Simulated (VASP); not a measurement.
Write the native input for VASP 6.6.1 that does the following.

```yaml
Task: relaxation of the atoms
Functional: PBE
Potentials_or_basis: VASP PAW PBE potentials, release 64 (Pb_d, Te)
Cutoff: 450 eV
k_mesh: 6 × 6 × 6
Occupations: gaussian, width 0.02 eV
Spin: no spin polarisation
Dipole_correction: no
Further_INCAR_settings: ALGO = Normal; EDIFF = 1e-07; IBRION = 2; EDIFFG = -0.002; NSW = 60
```

The structure of TePb lies in POSCAR:

```
TePb
1.0
   -0.0230472572      3.2751525754      3.2884504683
    3.2751525754     -0.0230472572      3.2884504683
    3.2521053182      3.2521053182      0.0000000000
Pb Te
1 1
Direct
    0.0000000000      0.0000000000      0.0000000000
    0.5000000000      0.5000000000      0.5000000000
```

This cell differs from its parent crystal: strained cell.

These files were run (other wordings do the same):

INCAR

```
PREC = Accurate
ENCUT = 450
EDIFF = 1E-7
ISMEAR = 0
SIGMA = 0.02
LREAL = False
LASPH = True
NELM = 120
ALGO = Normal
ISIF = 2
LWAVE = False
LCHARG = False
GGA = PE
IBRION = 2
NSW = 60
EDIFFG = -0.002
GGA_COMPAT = False
NELMIN = 4
```

KPOINTS

```
regular mesh
0
Gamma
  6 6 6
```

Potentials or basis: VASP PAW PBE potentials, release 64 (Pb_d, Te).

Run with:

```sh
$ cat potpaw_PBE.64/Pb_d/POTCAR potpaw_PBE.64/Te/POTCAR > POTCAR
$ mpirun -np 1 vasp_std > vasp.out
```

Results of the run:

| Property | Result |
| --- | --- |
| Pressure after relaxing | 0.2 GPa |
| Band gap on the k mesh | 0.76 eV (least direct gap 0.82 eV) |

Caveat: the cell differs from its parent crystal (strained cell); spin-orbit coupling is left out, which moves the levels of the heavy elements.

It took 48 s on 1 thread of Oxide Virtual Turin-like Processor, with other jobs on the host, peak memory 0.16 GiB.
